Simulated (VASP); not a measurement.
# Si2W3 (P4/m) in VASP: further runs

The runs below take Si2W3 through single point, with PBEsol.

Everything below comes from runs of VASP 6.6.1. Logs are shortened: lines on timing, memory, paths and dates and some standing lists are left out, and cuts for length are marked.

## 1. The cell of the first run

It takes space group P4/m (No. 83, tetragonal). Conventional cell: a = 6.582 Å, b = 6.582 Å, c = 3.275 Å, α = 90.00°, β = 90.00°, γ = 90.00°. Within 3.3 Å of Si (site symmetry m) lie 3 Si at 2.50 to 3.27 Å and 8 W at 2.52 to 2.61 Å. W (site symmetry 4/m) has 4 Si at 2.52 Å and 10 W at 3.05 to 3.27 Å within 3.3 Å. W (site symmetry 4/m) has 4 Si at 2.61 Å and 10 W at 2.89 to 3.27 Å within 3.4 Å. W (site symmetry m) has 6 Si at 2.52 to 2.56 Å and 9 W at 2.89 to 3.37 Å within 3.4 Å.

## 2. Single point, PBEsol (atoms displaced along a vibrational mode)

Input file INCAR:

```
SYSTEM = Si2W3
PREC = Accurate
ENCUT = 520
EDIFF = 1E-7
ISMEAR = 0
SIGMA = 0.15
LREAL = .False.
LASPH = .True.
NELM = 60
ALGO = Fast
ISIF = 2
LWAVE = .False.
LCHARG = .True.
GGA = PS
LELF = .True.
LVHAR = .True.
NBANDS = 61
```

Input file KPOINTS:

```
regular mesh
0
Gamma
  6 6 12
  0 0 0
```

Input file POSCAR:

```
Si2W3
1.0
    6.5824376030      0.0000000000      0.0000000000
    0.0000000000      6.5824376030      0.0000000000
    0.0000000000      0.0000000000      3.2749106436
Si W
4 6
Direct
    0.1397650763      0.6283915457      0.0000000000
    0.8602349237      0.3716084543      0.0000000000
    0.6283915457      0.8602349237      0.0000000000
    0.3716084543      0.1397650763      0.0000000000
    0.5000000000      0.5000000000      0.0000000000
    0.0000000000      0.0000000000      0.0000000000
    0.6705999759      0.1491153277      0.5000000000
    0.3294000241      0.8508846723      0.5000000000
    0.1491153277      0.3294000241      0.5000000000
    0.8508846723      0.6705999759      0.5000000000
```

Potentials or basis: VASP PAW PBE potentials, release 64 (Si, W_sv).

On the command line:

```bash
> cat potpaw_PBE.64/Si/POTCAR potpaw_PBE.64/W_sv/POTCAR > POTCAR
> mpirun -np 1 vasp_std > vasp.out
```

OUTCAR:

```text
SYSTEM = Si2W3
   PREC = Accurate
   ENCUT = 520
   EDIFF = 1E-7
   ISMEAR = 0
   LREAL = .False.
   LASPH = .True.
   NELM = 60
   ISIF = 2
   GGA = PS

 ion  position               nearest neighbor table
   1  0.140  0.628  0.000-   2 2.50   5 2.52  10 2.52  10 2.52   8 2.53   8 2.53   9 2.56   9 2.56
                             6 2.61
   2  0.860  0.372  0.000-   1 2.50   5 2.52   9 2.52   9 2.52   7 2.53   7 2.53  10 2.56  10 2.56
                             6 2.61
   3  0.628  0.860  0.000-   4 2.50   5 2.52   7 2.52   7 2.52  10 2.53  10 2.53   8 2.56   8 2.56
                             6 2.61
   4  0.372  0.140  0.000-   3 2.50   5 2.52   8 2.52   8 2.52   9 2.53   9 2.53   7 2.56   7 2.56
                             6 2.61
   5  0.500  0.500  0.000-   1 2.52   2 2.52   3 2.52   4 2.52   7 3.05   8 3.05   9 3.05  10 3.05
                             7 3.05   8 3.05   9 3.05  10 3.05
   6  0.000  0.000  0.000-   1 2.61   2 2.61   3 2.61   4 2.61   7 2.89   8 2.89   9 2.89  10 2.89
                             7 2.89   8 2.89   9 2.89  10 2.89
   7  0.671  0.149  0.500-   3 2.52   3 2.52   2 2.53   2 2.53   4 2.56   4 2.56   6 2.89   6 2.89
                             8 2.98   5 3.05   5 3.05  10 3.37   9 3.37
   8  0.329  0.851  0.500-   4 2.52   4 2.52   1 2.53   1 2.53   3 2.56   3 2.56   6 2.89   6 2.89
                             7 2.98   5 3.05   5 3.05  10 3.37   9 3.37
   9  0.149  0.329  0.500-   2 2.52   2 2.52   4 2.53   4 2.53   1 2.56   1 2.56   6 2.89   6 2.89
                            10 2.98   5 3.05   5 3.05   7 3.37   8 3.37
  10  0.851  0.671  0.500-   1 2.52   1 2.52   3 2.53   3 2.53   2 2.56   2 2.56   6 2.89   6 2.89
                             9 2.98   5 3.05   5 3.05   7 3.37   8 3.37

  LATTYP: Found a simple tetragonal cell.
 ALAT       =     6.5824376030
 C/A-ratio  =     0.4975224744

  Lattice vectors:

 A1 = (   6.5824376030,   0.0000000000,   0.0000000000)
 A2 = (   0.0000000000,   6.5824376030,   0.0000000000)
 A3 = (   0.0000000000,   0.0000000000,   3.2749106436)

Analysis of symmetry for initial positions (statically):
=====================================================================
 Subroutine PRICEL returns:
 Original cell was already a primitive cell.

 Routine SETGRP: Setting up the symmetry group for a
 simple tetragonal supercell.

 Subroutine GETGRP returns: Found  8 space group operations
 (whereof  8 operations were pure point group operations)
 out of a pool of 16 trial point group operations.

The static configuration has the point symmetry C_4h.

Analysis of symmetry for dynamics (positions and initial velocities):
=====================================================================
 Subroutine PRICEL returns:
 Original cell was already a primitive cell.

 Routine SETGRP: Setting up the symmetry group for a
 simple tetragonal supercell.

 Subroutine GETGRP returns: Found  8 space group operations
 (whereof  8 operations were pure point group operations)
 out of a pool of 16 trial point group operations.

The dynamic configuration has the point symmetry C_4h.

 Subroutine INISYM returns: Found  8 space group operations
 (whereof  8 operations are pure point group operations),
 and found     1 'primitive' translations

----------------------------------------------------------------------------------------

                                     Primitive cell

  volume of cell :     141.8969

  direct lattice vectors                    reciprocal lattice vectors
     6.582437603  0.000000000  0.000000000     0.151919404  0.000000000  0.000000000
     0.000000000  6.582437603  0.000000000     0.000000000  0.151919404  0.000000000
     0.000000000  0.000000000  3.274910644     0.000000000  0.000000000  0.305351843

  length of vectors
     6.582437603  6.582437603  3.274910644     0.151919404  0.151919404  0.305351843

  position of ions in fractional coordinates (direct lattice)
     0.139765076  0.628391546  0.000000000
     0.860234924  0.371608454  0.000000000
     0.628391546  0.860234924  0.000000000
     0.371608454  0.139765076  0.000000000
     0.500000000  0.500000000  0.000000000
     0.000000000  0.000000000  0.000000000
     0.670599976  0.149115328  0.500000000
     0.329400024  0.850884672  0.500000000
     0.149115328  0.329400024  0.500000000
     0.850884672  0.670599976  0.500000000

  ion indices of the primitive-cell ions
   primitive index   ion index
                 1           1
                 2           2
                 3           3
                 4           4
                 5           5
                 6           6
                 7           7
                 8           8
                 9           9
                10          10

----------------------------------------------------------------------------------------

 KPOINTS: regular mesh

Automatic generation of k-mesh.
 Grid dimensions read from file:
 generate k-points for:    6    6   12

[... 59 lines left out ...]
   NELECT =     100.0000    total number of electrons
   NUPDOWN=      -1.0000    fix difference up-down
   EMIN   =  10.00;   EMAX   =-10.00  energy-range for DOS
   EFERMI =   0.00;   METHOD = LEGACY
   ISMEAR =     0;   SIGMA  =   0.15  broadening in eV -4-tet -1-fermi 0-gaus
   EFERMI_NEDOS =   21; number of points for ismear=-14 and -15
   IALGO  =     68    algorithm
   IMIX   =      4    mixing-type and parameters
     AMIX     =   0.40;   BMIX     =  1.00
     AMIX_MAG =   1.60;   BMIX_MAG =  1.00
  volume/ion in A,a.u.               =      14.19        95.76
  Fermi-wavevector in a.u.,A,eV,Ry     =   1.456858  2.753062 28.877479  2.122435
  Thomas-Fermi vector in A             =   2.573727
   LORBIT       =      0    0 simple, 1 ext, 2 COOP (PROOUT), +10 PAW based schemes
   GGA     = PS    functional components
   LHFCALC =     F    Hartree Fock is set to
   AEXX    =    0.0000 exact exchange contribution
   IVDW    =     0    specifies the selected vdW correction
   LEPSILON=     F    determine dielectric tensor
   LRPA    =     F    only Hartree local field effects (RPA)
 non-spin polarized calculation
 RMM-DIIS sequential band-by-band and
 Gauss-broadening in eV      SIGMA  =   0.15
  energy-cutoff  :      520.00
  volume of cell :      141.90
 maximum number of plane-waves:      3848
 NGX is ok and might be reduce to    50
   NGX = 25   NGY = 25   NGZ = 13

 number of electron     100.0000003 magnetization

 Free energy of the ion-electron system (eV)
  ---------------------------------------------------
  ext. energy  EPLUGINS =         0.00000000
  ---------------------------------------------------
  free energy    TOTEN  =      -106.25328283 eV

  energy without entropy =     -106.18545671  energy(sigma->0) =     -106.21936977

 E-fermi :  11.9366     XC(G=0): -13.1776

 val. band max:       11.9340548155   @ k =   0.5000   0.0000   0.4167
 cond. band min:      11.9380402192   @ k =   0.3333   0.0000   0.4167
 fundamental gap:      0.0039854037
 Fermi energy:        11.9365835745

 k-point     1 :       0.0000    0.0000    0.0000
  band No.  band energies     occupation
      1     -62.3172      2.00000
      2     -62.3025      2.00000
      3     -62.2944      2.00000
      4     -62.2944      2.00000
      5     -62.2060      2.00000
      6     -61.9549      2.00000
[... 53 lines left out ...]
     60      13.7679      0.00000
     61      13.7679      0.00000

 k-point     2 :       0.1667    0.0000    0.0000
  band No.  band energies     occupation
      1     -62.3164      2.00000
      2     -62.3029      2.00000
      3     -62.2949      2.00000
      4     -62.2945      2.00000
      5     -62.2059      2.00000
      6     -61.9549      2.00000
[... 53 lines left out ...]
     60      13.8344      0.00000
     61      13.9313      0.00000

 k-point     3 :       0.3333    0.0000    0.0000
  band No.  band energies     occupation
      1     -62.3144      2.00000
      2     -62.3043      2.00000
      3     -62.2958      2.00000
      4     -62.2946      2.00000
      5     -62.2056      2.00000
      6     -61.9549      2.00000
[... 1333 lines left out ...]
     60      13.7855      0.00000
     61      14.2538      0.00000

 k-point    24 :       0.1667    0.0000    0.1667
  band No.  band energies     occupation
      1     -62.3128      2.00000
      2     -62.3015      2.00000
      3     -62.2934      2.00000
      4     -62.2931      2.00000
      5     -62.2067      2.00000
      6     -61.9538      2.00000
[... 53 lines left out ...]
     60      13.9352      0.00000
     61      14.1744      0.00000

 [... further k-points ...]
[... 5 lines left out ...]
  --------------------------------------------------------------------------------------
  -------------------------------------------------------------------------------------
  Total        1.3156200      1.3156200      0.1165950      0.0000001      0.0000000     -0.0000000
  in kB       14.8548439     14.8548439      1.3164903      0.0000012      0.0000000     -0.0000000
  external PRESSURE =      10.3420594 kB  Pullay stress =       0.0000000 kB

 VOLUME and BASIS-vectors are now :
 -----------------------------------------------------------------------------
  energy-cutoff  :      520.00
  volume of cell :      141.90
      direct lattice vectors                 reciprocal lattice vectors
     6.582437603  0.000000000  0.000000000     0.151919404  0.000000000  0.000000000
     0.000000000  6.582437603  0.000000000     0.000000000  0.151919404  0.000000000
     0.000000000  0.000000000  3.274910644     0.000000000  0.000000000  0.305351843

 POSITION                                       TOTAL-FORCE (eV/Angst)
 -----------------------------------------------------------------------------------
      0.91999      4.13635      0.00000         0.010042      0.010478     -0.000000
      5.66244      2.44609      0.00000        -0.010042     -0.010478      0.000000
      4.13635      5.66244      0.00000         0.010478     -0.010042     -0.000000
      2.44609      0.91999      0.00000        -0.010478      0.010042      0.000000
      3.29122      3.29122      0.00000         0.000000      0.000000      0.000000
      0.00000      0.00000      0.00000         0.000000      0.000000      0.000000
      4.41418      0.98154      1.63746        -0.034089      0.110934      0.000000
      2.16826      5.60090      1.63746         0.034089     -0.110934     -0.000000
      0.98154      2.16826      1.63746         0.110934      0.034089      0.000000
      5.60090      4.41418      1.63746        -0.110934     -0.034089     -0.000000
 -----------------------------------------------------------------------------------
    total drift:                               -0.000000     -0.000000     -0.000000

  FREE ENERGIE OF THE ION-ELECTRON SYSTEM (eV)
  ---------------------------------------------------
  free  energy   TOTEN  =      -106.2532828289 eV

  energy  without entropy=     -106.1854567076  energy(sigma->0) =     -106.21936977
```

Wall time 11 min (1 thread of Intel Xeon Platinum 8559C (Emerald Rapids), shared host); peak memory 0.56 GiB.

What came out:

- Free energy: -106.2533 eV
- Pressure: 1.0 GPa
- Largest force: 0.116 eV/Å
- Band gap on the k mesh: zero (bands 50 and 51 overlap by 1.62 eV)

Forces on the atoms (eV/Å):
```
Si   0.010  0.010  0.000
Si  -0.010 -0.010  0.000
Si   0.010 -0.010  0.000
Si  -0.010  0.010  0.000
W    0.000  0.000  0.000
W    0.000  0.000  0.000
W   -0.034  0.111  0.000
W    0.034 -0.111  0.000
W    0.111  0.034  0.000
W   -0.111 -0.034  0.000
```

Stress tensor (GPa, compression positive):
```
1.49 0.00 0.00
0.00 1.49 0.00
0.00 0.00 0.13
```

Caveat: the cell differs from its parent crystal (atoms displaced along a vibrational mode); the PAW data sets were made with another functional, which shifts forces and pressure a little; spin-orbit coupling is left out, which moves the levels of the heavy elements.

## 3. Single point, PBEsol (atoms displaced along a vibrational mode)

Input file INCAR:

```
SYSTEM = Si2W3
PREC = Accurate
ENCUT = 520
EDIFF = 1E-6
ISMEAR = 0
SIGMA = 0.15
LREAL = .FALSE.
LASPH = .TRUE.
NELM = 60
ALGO = Fast
ISIF = 2
LWAVE = .FALSE.
LCHARG = .TRUE.
GGA = PS
LELF = .TRUE.
LVHAR = .TRUE.
NBANDS = 61
```

Input file KPOINTS:

```
regular mesh
0
G
  6 6 12
  0 0 0
```

Input file POSCAR:

```
Si2W3
1.0
    6.5824376030      0.0000000000      0.0000000000
    0.0000000000      6.5824376030      0.0000000000
    0.0000000000      0.0000000000      3.2749106436
Si W
4 6
Direct
    0.1482952242      0.6198613978      0.0000000000
    0.8517047758      0.3801386022      0.0000000000
    0.6198613978      0.8517047758      0.0000000000
    0.3801386022      0.1482952242      0.0000000000
    0.5000000000      0.5000000000      0.0000000000
    0.0000000000      0.0000000000      0.0000000000
    0.6867134621      0.1330018415      0.5000000000
    0.3132865379      0.8669981585      0.5000000000
    0.1330018415      0.3132865379      0.5000000000
    0.8669981585      0.6867134621      0.5000000000
```

Potentials or basis: VASP PAW PBE potentials, release 64 (Si, W_sv).

On the command line:

```bash
> cat potpaw_PBE.64/Si/POTCAR potpaw_PBE.64/W_sv/POTCAR > POTCAR
> mpirun -np 1 vasp_std > vasp.out
```

Wall time 5.7 min (1 thread of Intel Xeon 6975P-C (Granite Rapids), shared host); peak memory 0.56 GiB.

It converged, with:

| Item | Value |
| --- | --- |
| Free energy | -106.0093 eV |
| Pressure | 4.0 GPa |
| Largest force | 0.865 eV/Å |
| Band gap on the k mesh | zero (bands 50 and 51 overlap by 1.01 eV) |

Forces in eV/Å, atoms in the order of the input:
```
Si  -0.180  0.063  0.000
Si   0.180 -0.063  0.000
Si   0.063  0.180  0.000
Si  -0.063 -0.180  0.000
W    0.000  0.000  0.000
W    0.000  0.000  0.000
W   -0.472  0.725  0.000
W    0.472 -0.725  0.000
W    0.725  0.472  0.000
W   -0.725 -0.472  0.000
```

Stress tensor (GPa, compression positive):
```
 6.88  0.00  0.00
 0.00  6.88  0.00
 0.00  0.00 -1.69
```

Levels at points of the mesh, in eV from the Fermi level:
```tsv
k point	band 48	band 49	band 50	band 51	band 52	band 53
(0.00, 0.00, 0.00)	-0.83	-0.63	-0.63	-0.29	0.12	0.94
(0.50, 0.00, 0.00)	-1.30	-0.67	-0.64	-0.34	-0.03	0.00
(0.50, 0.50, 0.00)	-1.51	-0.41	-0.41	0.14	0.14	0.19
(0.00, 0.00, 0.50)	-1.52	-1.40	-0.71	1.50	1.59	1.87
(0.50, 0.00, 0.50)	-0.70	-0.18	0.05	0.54	1.60	1.64
(0.50, 0.50, 0.50)	0.46	0.46	0.47	0.52	1.75	1.81
```

Caveat: the cell differs from its parent crystal (atoms displaced along a vibrational mode); the cell stands under pressure; the PAW data sets were made with another functional, which shifts forces and pressure a little; spin-orbit coupling is left out, which moves the levels of the heavy elements.

## 4. Single point, PBEsol (atoms displaced along a vibrational mode)

Input file INCAR:

```
PREC = Accurate
ENCUT = 520
EDIFF = 1E-6
ISMEAR = 0
SIGMA = 0.15
LREAL = F
LASPH = T
NELM = 100
ALGO = Fast
ISIF = 2
LWAVE = F
LCHARG = T
GGA = PS
LELF = T
LVHAR = T
NBANDS = 61
```

Input file KPOINTS:

```
regular mesh
0
Gamma
  6 6 12
```

Input file POSCAR:

```
Si2W3
1.0
    6.5824376030      0.0000000000      0.0000000000
    0.0000000000      6.5824376030      0.0000000000
    0.0000000000      0.0000000000      3.2749106436
Si W
4 6
Direct
    0.1511386069      0.6170180151      0.0000000000
    0.8488613931      0.3829819849      0.0000000000
    0.6170180151      0.8488613931      0.0000000000
    0.3829819849      0.1511386069      0.0000000000
    0.5000000000      0.5000000000      0.0000000000
    0.0000000000      0.0000000000      0.0000000000
    0.6920846241      0.1276306795      0.5000000000
    0.3079153759      0.8723693205      0.5000000000
    0.1276306795      0.3079153759      0.5000000000
    0.8723693205      0.6920846241      0.5000000000
```

On the command line:

```bash
> cat potpaw_PBE.64/Si/POTCAR potpaw_PBE.64/W_sv/POTCAR > POTCAR
> mpirun -np 1 vasp_std > vasp.out
```

Wall time 12 min (1 thread of Intel Xeon Platinum 8259CL at 2.50GHz (Skylake/Cascade Lake), shared host); peak memory 0.56 GiB.

Results (log left out):

```
Free energy            : -105.7666 eV
Pressure               : 5.7 GPa
Largest force          : 1.326 eV/Å
Band gap on the k mesh : zero (bands 50 and 51 overlap by 1.04 eV)
```

Forces in eV/Å, atoms in the order of the input:
```
Si  -0.378  0.118  0.000
Si   0.378 -0.118  0.000
Si   0.118  0.378  0.000
Si  -0.118 -0.378  0.000
W    0.000  0.000  0.000
W    0.000  0.000  0.000
W   -0.843  1.023  0.000
W    0.843 -1.023  0.000
W    1.023  0.843  0.000
W   -1.023 -0.843  0.000
```

Stress tensor (GPa, compression positive):
```
 9.32  0.00  0.00
 0.00  9.32  0.00
 0.00  0.00 -1.69
```

Levels at points of the mesh, in eV from the Fermi level:
| k point | band 46 | band 47 | band 48 | band 49 | band 50 | band 51 | band 52 | band 53 | band 54 | band 55 |
| --- | --- | --- | --- | --- | --- | --- | --- | --- | --- | --- |
| (0.00, 0.00, 0.00) | -0.95 | -0.95 | -0.72 | -0.72 | -0.69 | -0.18 | 0.12 | 0.96 | 0.96 | 1.18 |
| (0.50, 0.00, 0.00) | -1.49 | -1.35 | -1.29 | -0.63 | -0.55 | -0.35 | -0.09 | 0.22 | 0.34 | 1.15 |
| (0.50, 0.50, 0.00) | -1.92 | -1.52 | -1.47 | -0.48 | -0.48 | 0.20 | 0.20 | 0.29 | 0.38 | 0.59 |
| (0.00, 0.00, 0.50) | -1.76 | -1.76 | -1.54 | -1.33 | -0.40 | 1.32 | 1.38 | 1.94 | 1.97 | 1.97 |
| (0.50, 0.00, 0.50) | -1.68 | -0.84 | -0.71 | -0.27 | 0.13 | 0.60 | 1.46 | 1.70 | 1.70 | 2.04 |
| (0.50, 0.50, 0.50) | -2.53 | -1.14 | 0.31 | 0.31 | 0.48 | 0.65 | 1.63 | 1.85 | 1.85 | 2.08 |

Caveat: the cell differs from its parent crystal (atoms displaced along a vibrational mode); the cell stands under pressure; the PAW data sets were made with another functional, which shifts forces and pressure a little; spin-orbit coupling is left out, which moves the levels of the heavy elements.

## 5. Overview

| cell | further INCAR settings | gap on the mesh (eV) | pressure (GPa) | largest force (eV/Å) |
| --- | --- | --- | --- | --- |
| as given, atomic positions A | ALGO = Fast; EDIFF = 1e-07; NBANDS = 61 | none | 1.0 | 0.12 |
| as given, atomic positions B | ALGO = Fast; EDIFF = 1e-06; NBANDS = 61 | none | 4.0 | 0.86 |
| as given, atomic positions C | ALGO = Fast; EDIFF = 1e-06; NBANDS = 61 | none | 5.7 | 1.33 |

Alike in all rows: task single point; level PBEsol; potentials or basis VASP PAW PBE potentials, release 64 (Si, W_sv); no spin polarisation; k mesh 6 × 6 × 12; cutoff (eV) 520; smearing gaussian 0.15 eV.

Caveats: the PAW data sets were made with another functional, which shifts forces and pressure a little; spin-orbit coupling is left out, which moves the levels of the heavy elements; the cell stands under pressure (at least some runs).

Absolute energies hang on the potentials; compare differences alone.
